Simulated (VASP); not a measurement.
Write the native input for VASP 6.6.1 that does the following.

- Task: single point
- Functional: PBE
- Potentials or basis: VASP PAW PBE potentials, release 64 (Hf_pv)
- Cutoff: 520 eV
- k mesh: 10 × 10 × 5
- Occupations: gaussian, width 0.026 eV
- Spin: no spin polarisation
- Dipole correction: no
- Further INCAR settings: ALGO = Fast; EDIFF = 1e-06; NBANDS = 17

The structure of Hf lies in POSCAR:

```
Hf
1.0
    3.1967000000      0.0000000000      0.0000000000
   -1.5983500000      2.7684234083      0.0000000000
    0.0000000000      0.0000000000      5.0578000000
Hf
2
Direct
    0.6666666667      0.3333333333      0.7500000000
    0.3333333333      0.6666666667      0.2500000000
```

One way to write it, as run:

INCAR

```
SYSTEM = Hf
ALGO     = Fast           ! electronic algorithm
EDIFF    = 1E-6           ! SCF threshold, eV
ENCUT    = 520            ! plane-wave cutoff, eV
GGA      = PE             ! functional
ISIF     = 2              ! what is computed and relaxed
ISMEAR   = 0              ! smearing method
LASPH    = .TRUE.         ! aspherical terms in the spheres
LCHARG   = .FALSE.        ! write CHGCAR
LREAL    = .FALSE.        ! projectors in reciprocal space
LWAVE    = .FALSE.        ! write WAVECAR
NBANDS   = 17             ! bands
NELM     = 80             ! most SCF steps
PREC     = Accurate       ! precision mode
SIGMA    = 0.026000000000000002 ! smearing width, eV
```

KPOINTS

```
k-points
0
G
  10 10 5
  0 0 0
```

Potentials or basis: VASP PAW PBE potentials, release 64 (Hf_pv).

The run is started by

```bash
$ cat potpaw_PBE.64/Hf_pv/POTCAR > POTCAR
$ mpirun -np 1 vasp_std > vasp.out
```

Results of the run:

```yaml
Pressure: 0.3 GPa
Band_gap_on_the_k_mesh: zero (band 10 reaches 6.10 eV, above the bottom of band 11 at 4.59 eV)
```

Caveat: spin-orbit coupling is left out, which moves the levels of the heavy elements.

Wall time 13 s on 1 thread of Intel(R) Xeon(R) 6975P-C (Granite Rapids) (shared host), peak memory 0.16 GiB.
